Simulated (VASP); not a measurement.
Hf2C, 3 atoms in the cell. Symmetry: R-3m, No. 166, trigonal system. Conventional cell: a = 3.314 Å, b = 3.314 Å, c = 15.534 Å, α = 90.00°, β = 90.00°, γ = 120.00°. Within 3.4 Å of Hf (site symmetry 3m) lie 3 C at 2.27 Å and 12 Hf at 3.11 to 3.33 Å. Within 3.0 Å of C (site symmetry -3m) lie 6 Hf at 2.27 Å.  This cell differs from its parent crystal: Ti replaced by Hf, lengths x 1.045, strained.

* Program: VASP 6.6.1
* Task: single point
* Functional: PBEsol
* Potentials or basis: VASP PAW PBE potentials, release 64 (Hf_pv, C)
* Cutoff: 520 eV
* k mesh: 15 × 15 × 15
* Occupations: gaussian, width 0.1 eV
* Spin: no spin polarisation
* Dipole correction: no
* Further INCAR settings: ALGO = Normal; EDIFF = 1e-06; NBANDS = 19

Potentials or basis: VASP PAW PBE potentials, release 64 (Hf_pv, C).

Launch:

```console
$ cat potpaw_PBE.64/Hf_pv/POTCAR potpaw_PBE.64/C/POTCAR > POTCAR
$ mpirun -np 1 vasp_std > vasp.out
```

Hardware: 1 thread of Intel(R) Xeon(R) 6975P-C (Granite Rapids), with other jobs on the host.

Problem. How long does it take, and how much memory?

Solution. It took 5.8 min on 1 thread of Intel(R) Xeon(R) 6975P-C (Granite Rapids) (shared host), peak memory 0.47 GiB. Counts: scf iterations 15, k points 344.
